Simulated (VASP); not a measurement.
Wanted: the native input for a VASP 6.6.1 run.

* Task: relaxation of cell and atoms
* Functional: PBE
* Potentials or basis: VASP PAW PBE potentials, release 64 (Mg, I)
* Cutoff: 600 eV
* k mesh: 6 × 6 × 6
* Occupations: gaussian, width 0.01 eV
* Spin: no spin polarisation
* Dipole correction: no
* Further INCAR settings: ALGO = Normal; EDIFF = 1e-06; IBRION = 2; EDIFFG = -0.01; NSW = 100; ISIF = 3

The structure of MgI2 lies in POSCAR:

```
MgI2
1.0
    5.9673188600      0.0000000000      0.0000000000
    0.0000000000      5.9673188600      0.0000000000
    0.0000000000      0.0000000000      5.9673188600
Mg I
1 2
Direct
    0.0000000000      0.0000000000      0.0000000000
    0.5000000000      0.0000000000      0.0000000000
    0.0000000000      0.5000000000      0.0000000000
```

The input as run:

INCAR

```
SYSTEM = MgI2
  PREC = Accurate
  ENCUT = 600
  EDIFF = 1E-6
  ISMEAR = 0
  SIGMA = 0.01
  LREAL = .FALSE.
  LASPH = .TRUE.
  NELM = 80
  ALGO = Normal
  ISIF = 3
  LWAVE = .FALSE.
  LCHARG = .FALSE.
  GGA = PE
  IBRION = 2
  NSW = 100
  EDIFFG = -0.01
```

KPOINTS

```
regular mesh
0
G
  6 6 6
  0 0 0
```

Potentials or basis: VASP PAW PBE potentials, release 64 (Mg, I).

Launch:

```console
$ cat potpaw_PBE.64/Mg/POTCAR potpaw_PBE.64/I/POTCAR > POTCAR
$ mpirun -np 1 vasp_std > vasp.out
```

Results of the run:

| Item | Value |
| --- | --- |
| Relaxed cell | a = 5.619 Å, b = 5.619 Å, c = 7.484 Å, α = 90.00°, β = 90.00°, γ = 90.00° |
| Space group after relaxing (to 0.05 Å) | P4/mmm (No. 123) |
| Energy gained by relaxing | 80.0 meV/atom |
| Ionic steps | 12 |
| Pressure after relaxing | 0.0 GPa |
| Band gap on the k mesh | 0.50 eV, indirect (least direct gap 1.28 eV) |

Caveat: spin-orbit coupling is left out, which moves the levels of the heavy elements.

It took 15 min on 1 thread of Oxide Virtual Turin-like Processor (shared host), peak memory 0.4 GiB.
